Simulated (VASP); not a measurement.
HfO2:

```
Hf O
1.0
     3.60430    0.00000    0.00000
     0.00000    3.60430    0.00000
     0.00000    0.00000    5.26397
Hf O
2 4
Direct
  0.50000 0.50000 0.50000
  0.00000 0.00000 0.00000
  0.00000 0.50000 0.69325
  0.50000 0.00000 0.80675
  0.50000 0.00000 0.30675
  0.00000 0.50000 0.19325
```

| Item | Value |
| --- | --- |
| Program | VASP 6.6.1 |
| Task | relaxation of cell and atoms |
| Functional | PBE |
| Dispersion | D3(BJ) |
| Potentials or basis | VASP PAW PBE potentials, release 64 (Hf_pv, O) |
| Cutoff | 600 eV |
| k mesh | 6 × 6 × 4 |
| Occupations | gaussian, width 0.02 eV |
| Spin | no spin polarisation |

At the start: pressure -6.7 GPa; volume 11.40 Å³/atom.

Task: Where does the relaxation end?

Result: Over 13 steps the energy falls by 8.3 meV/atom and the volume is 10.99 Å³/atom (-3.5 %); space group P4_2/nmc (No. 137, to 0.05 Å).

Step by step:
```tsv
step	energy change (eV)	largest force (eV/Å)	pressure (GPa)	volume (Å³)
1	0.0000	0.0529	-6.72	68.38
2	0.0551	0.4020	11.43	63.76
3	-0.0409	0.1161	-0.14	66.52
4	-0.0409	0.1195	-0.02	66.48
5	-0.0436	0.1058	0.01	66.38
6	-0.0473	0.0690	0.11	66.08
7	-0.0492	0.0296	-0.09	66.05
8	-0.0496	0.0005	-0.24	66.04
9	-0.0496	0.0053	0.18	65.90
10	-0.0496	0.0033	0.03	65.96
11	-0.0496	0.0031	0.01	65.97
12	-0.0496	0.0030	-0.01	65.96
13	-0.0496	0.0042	0.01	65.96
```

Final structure:
```cif
data_structure
_symmetry_space_group_name_H-M 'P 1'
_symmetry_Int_Tables_number 1
_cell_length_a 3.5701
_cell_length_b 3.5701
_cell_length_c 5.1750
_cell_angle_alpha 90.000
_cell_angle_beta 90.000
_cell_angle_gamma 90.000
_cell_volume 65.96
loop_
_atom_site_label
_atom_site_type_symbol
_atom_site_fract_x
_atom_site_fract_y
_atom_site_fract_z
_atom_site_occupancy
Hf1 Hf 0.50000 0.50000 0.50000 1
Hf2 Hf 0.00000 0.00000 0.00000 1
O1 O 0.00000 0.50000 0.69921 1
O2 O 0.50000 0.00000 0.80079 1
O3 O 0.50000 0.00000 0.30079 1
O4 O 0.00000 0.50000 0.19921 1
```
